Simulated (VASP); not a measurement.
The system is CuO.

```
CELL_PARAMETERS angstrom
1.57031 -2.33453 0.00000
1.57031 2.33453 0.00000
0.00000 0.00000 5.17652
ATOMIC_POSITIONS crystal
Cu 0.50000 0.00000 0.00000
Cu 0.00000 0.50000 0.50000
O 0.50000 0.50000 0.25000
O 0.50000 0.50000 0.75000
```

Base run:

* Program: VASP 6.6.1
* Functional: PBE
* Potentials or basis: VASP PAW PBE potentials, release 64 (Cu_sv_GW, O)
* Cutoff: 700 eV
* k mesh: 9 × 9 × 5
* Occupations: fermi-dirac, width 0.05 eV
* Spin: no spin polarisation

Its results: band gap on the k mesh zero (band 25 reaches 6.87 eV, above the bottom of band 26 at 6.35 eV); pressure 16.8 GPa.

Q: The run is repeated on the same cell with these changes: potentials or basis from VASP PAW PBE potentials, release 64 (Cu_sv_GW, O) to VASP PAW PBE potentials, release 64 (Cu, O); cutoff from 700 eV to 520 eV; further incar settings from ALGO = Normal; EDIFF = 1e-06; NBANDS = 33 to ALGO = Normal; EDIFF = 1e-06; NBANDS = 25; valence electrons from 50 to 34. What comes out?

A: Band gap on the k mesh zero (band 17 reaches 6.84 eV, above the bottom of band 18 at 6.32 eV); pressure 21.0 GPa.

Caveats: semilocal functionals often make such compounds metallic where correlation or magnetic order opens a gap, which also shifts bond lengths.
